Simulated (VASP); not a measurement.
Runs of VASP 6.6.1 on B4AsN3. The structure is that of space group P-43m (No. 215), or close to it. The cells are those of the table. 

```tsv
level	spin	cell	smearing	gap on the mesh (eV)	pressure (GPa)	largest force (eV/Å)
PBE	off	a = 3.968 Å, 8 atoms	fermi-dirac 0.02 eV	0.63	0.9	0.13
PBE	off	a = 3.954 Å, 8 atoms	fermi-dirac 0.02 eV	(a)	4.2	0.41
PBE	non-collinear, zero start, SOC	a = 3.954 Å, 8 atoms	fermi-dirac 0.02 eV	-	4.2	0.41
r2SCAN	off	a = 3.954 Å, 8 atoms	fermi-dirac 0.02 eV	1.03	1.3	0.11
r2SCAN	off	a = 3.954 Å, 8 atoms	gaussian 0.01 eV	1.03	1.3	0.11
```

Alike in all rows: task single point; potentials or basis VASP PAW PBE potentials, release 64 (N, B, As); k mesh 6 × 6 × 6; cutoff (eV) 520.

Problem. Fill in the values left out.

Solution. (a) 0.73.

Caveats: the cell stands under pressure (at least some runs); the PAW data sets were made with another functional, which shifts forces and pressure a little (at least some runs).

A k mesh can miss the band edges, and rows without SOC leave out spin-orbit coupling on As.
